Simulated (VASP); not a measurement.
Write the native input for VASP 6.6.1 that does the following.

| Item | Value |
| --- | --- |
| Task | density of states |
| Functional | LDA |
| Potentials or basis | VASP PAW LDA potentials, release 64 (Ir, P) |
| Cutoff | 520 eV |
| k mesh | 12 × 12 × 12 |
| Occupations | fermi-dirac, width 0.05 eV |
| Spin | no spin polarisation |
| Dipole correction | no |
| k mesh for the DOS | 18 × 18 × 18 |
| Occupations for the DOS | tetrahedron |
| Further INCAR settings | ALGO = Normal; EDIFF = 1e-07; NBANDS = 14 |

PIr (zincblende type):

```
CELL_PARAMETERS angstrom
0.00000 2.58565 2.58565
2.58565 0.00000 2.58565
2.58565 2.58565 0.00000
ATOMIC_POSITIONS crystal
Ir 0.00000 0.00000 0.00000
P 0.25000 0.25000 0.25000
```

The input as run:

POSCAR

```
PIr
1.0
    0.0000000000      2.5856518910      2.5856518910
    2.5856518910      0.0000000000      2.5856518910
    2.5856518910      2.5856518910      0.0000000000
Ir P
1 1
Direct
    0.0000000000      0.0000000000      0.0000000000
    0.2500000000      0.2500000000      0.2500000000
```

INCAR.step1

```
PREC = Accurate
ENCUT = 520
EDIFF = 1E-7
ISMEAR = -1
SIGMA = 0.05
LREAL = F
LASPH = T
NELM = 100
ALGO = Normal
ISIF = 2
LWAVE = F
LCHARG = T
LMAXMIX = 4
NBANDS = 14
```

KPOINTS.step1

```
Automatic mesh
0
Gamma
  12 12 12
```

INCAR.step2

```
PREC = Accurate
ENCUT = 520
EDIFF = 1E-7
ISMEAR = -5
SIGMA = 0.05
LREAL = F
LASPH = T
NELM = 100
ALGO = Normal
ISIF = 2
LWAVE = F
LCHARG = F
LMAXMIX = 4
LORBIT = 11
NBANDS = 14
NEDOS = 2001
ICHARG = 11
```

KPOINTS.step2

```
Automatic mesh
0
Gamma
  18 18 18
```

Potentials or basis: VASP PAW LDA potentials, release 64 (Ir, P).

Run with:

```console
$ cat potpaw_LDA.64/Ir/POTCAR potpaw_LDA.64/P/POTCAR > POTCAR
$ cp INCAR.step1 INCAR
$ cp KPOINTS.step1 KPOINTS
$ mpirun -np 1 vasp_std > vasp.out
$ cp INCAR.step2 INCAR
$ cp KPOINTS.step2 KPOINTS
$ mpirun -np 1 vasp_std > vasp.out
```

It gave:

The valence electrons inside the program's atomic spheres are Ir 8.75; P 2.48.

Caveat: spin-orbit coupling is left out, which moves the levels of the heavy elements.

Wall time 48 s on 1 thread of Intel(R) Xeon(R) 6975P-C (Granite Rapids), on a shared host, peak memory 0.21 GiB.
